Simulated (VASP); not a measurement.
Set up this calculation in VASP 6.6.1, as the native input.

* Task: single point
* Functional: PBE
* Potentials or basis: VASP PAW PBE potentials, release 64 (Rb_sv)
* Cutoff: 520 eV
* k mesh: 10 × 10 × 10
* Occupations: fermi-dirac, width 0.1 eV
* Spin: no spin polarisation
* Dipole correction: no
* Further INCAR settings: ALGO = Normal; EDIFF = 1e-06; NBANDS = 10

The structure of Rb lies in POSCAR:

```
Rb
1.0
   -2.6104928533      2.6104928533      2.6104928533
    2.6104928533     -2.6104928533      2.6104928533
    2.6104928533      2.6104928533     -2.6104928533
Rb
1
Direct
    0.0000000000      0.0000000000      0.0000000000
```

This cell differs from its parent crystal: volume scaled by 0.78.

One way to write it, as run:

INCAR

```
PREC = Accurate
ENCUT = 520
EDIFF = 1E-6
ISMEAR = -1
SIGMA = 0.1
LREAL = F
LASPH = T
NELM = 100
ALGO = Normal
ISIF = 2
LWAVE = F
LCHARG = T
GGA = PE
LELF = T
LVHAR = T
NBANDS = 10
```

KPOINTS

```
Automatic mesh
0
Gamma
  10 10 10
```

Potentials or basis: VASP PAW PBE potentials, release 64 (Rb_sv).

Run with:

```console
$ cat potpaw_PBE.64/Rb_sv/POTCAR > POTCAR
$ mpirun -np 1 vasp_std > vasp.out
```

Results of the run:

- Pressure: 1.1 GPa

Wall time 31 s on 1 thread of AMD EPYC 7R43 64-Core Processor (Zen 3), on a shared host, peak memory 0.17 GiB.
